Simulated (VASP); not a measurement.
Input of a VASP 6.6.1 run:

The input INCAR:

```
ALGO     = Normal         # electronic algorithm
EDIFF    = 1E-7           # SCF threshold, eV
ENCUT    = 520            # plane-wave cutoff, eV
GGA      = PE             # functional
ISIF     = 2              # what is computed and relaxed
ISMEAR   = -1             # smearing method
IVDW     = 13             # dispersion correction
LASPH    = True           # aspherical terms in the spheres
LCHARG   = False          # write CHGCAR
LREAL    = False          # projectors in reciprocal space
LWAVE    = False          # write WAVECAR
NBANDS   = 46             # bands
NELM     = 60             # most SCF steps
PREC     = Accurate       # precision mode
SIGMA    = 0.05           # smearing width, eV
```

Contents of KPOINTS:

```
k-points
0
Gamma
  6 6 5
```

File POSCAR:

```
TiO2
1.0
    5.6511632505      0.0000000000      0.0000000000
   -2.8255816253      4.8940509359      0.0000000000
    0.0000000000      0.0000000000      6.1777996451
Ti O
3 6
Direct
    0.4733097966      0.0000000000      0.3333333333
    0.0000000000      0.4733097966      0.6666666667
    0.5266902034      0.5266902034      0.0000000000
    0.5779136703      0.8366460262      0.1312904675
    0.7412676441      0.1633539738      0.5353761992
    0.2587323559      0.4220863297      0.7979571342
    0.8366460262      0.5779136703      0.8687095325
    0.1633539738      0.7412676441      0.4646238008
    0.4220863297      0.2587323559      0.2020428658
```

Potentials or basis: VASP PAW PBE potentials, release 64 (Ti_sv, O).

The run is started by

```bash
$ cat potpaw_PBE.64/Ti_sv/POTCAR potpaw_PBE.64/O/POTCAR > POTCAR
$ mpirun -np 1 vasp_std > vasp.out
```

Predict the pressure.

0.5 GPa.

Estimate the dispersion energy per atom.

-0.152 eV.

Forces in eV/Å, atoms in the order of the input:
```
Ti  -0.004  0.000  0.000
Ti   0.002 -0.004  0.000
Ti   0.002  0.004  0.000
O    0.015  0.027 -0.014
O    0.015 -0.027  0.014
O    0.016 -0.026 -0.014
O    0.016  0.026  0.014
O   -0.031 -0.001 -0.014
O   -0.031  0.001  0.014
```
